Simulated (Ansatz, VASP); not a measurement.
# Two plane-wave programs on Pt

The input INCAR:

```
SYSTEM = Pt
ALGO = Fast
EDIFF = 1E-7
ENCUT = 520
GGA = CA
ISIF = 2
ISMEAR = 0
LASPH = .TRUE.
LCHARG = .TRUE.
LELF = .TRUE.
LREAL = .FALSE.
LVHAR = .TRUE.
LWAVE = .FALSE.
NBANDS = 11
NELM = 60
PREC = Accurate
SIGMA = 0.15
```

KPOINTS

```
k-points
0
G
  20 20 20
  0 0 0
```

File POSCAR:

```
Pt
1.0
    0.1946767288      2.0441056528      2.0441056528
    2.0441056528      0.1946767288      2.0441056528
    2.0441056528      2.0441056528      0.1946767288
Pt
1
Direct
    0.0000000000      0.0000000000      0.0000000000
```

Input for Ansatz:

```yaml
crystal:
  lattice:
    - [0.1946767288, 2.0441056528, 2.0441056528]
    - [2.0441056528, 0.1946767288, 2.0441056528]
    - [2.0441056528, 2.0441056528, 0.1946767288]
  atoms:
    - { symbol: Pt, position: [0.0, 0.0, 0.0] }
basis:
  ecutwfc: 420
kpoints:
  mp_grid: { grid: [20, 20, 20] }
hamiltonian:
  xc: lda
  pseudopotentials: { kind: paw, azcp: { folder: soft_1 } }
scf:
  occupations: { method: gaussian, width: 0.15 }
output:
  forces: true
  stress: true
  eigenvalues: true
```

Change from the starting cell: equal engineering shear yz, xz and xy +0.1000, equal normal strain along x, y and z +0.0000.

Alike in both runs: task single point; functional LDA; k mesh 20 × 20 × 20; occupations gaussian, width 0.15 eV; no spin polarisation.

|  | VASP | Ansatz |
| --- | --- | --- |
| version | VASP 6.6.1 | Ansatz 0.2.0 |
| potentials or method | VASP PAW LDA potentials, release 64 (Pt), cutoff 520 eV | scalar-relativistic, plane waves, PAW |
| valence electrons in the cell | 10 | 18 |

```csv
,VASP,Ansatz,Ansatz less VASP
gap on the k mesh at the Fermi level (eV),none,none,-
pressure (GPa),11.2,10.4,-0.82
"traceless stress, the component that is largest in VASP (GPa)",-11.39,-11.14,+0.249
```

Ansatz warns that its potentials were made for another functional, while VASP's fit it. LDA's correlation is that of Perdew and Zunger in VASP and of Perdew and Wang (1992) in Ansatz. A gap of «none» marks a metal or a gap that the smearing closes. VASP's potentials hold 10 valence electrons a cell and Ansatz's 18, so a difference there can come from the potentials and not from the codes.

Neither program's run includes spin-orbit coupling.
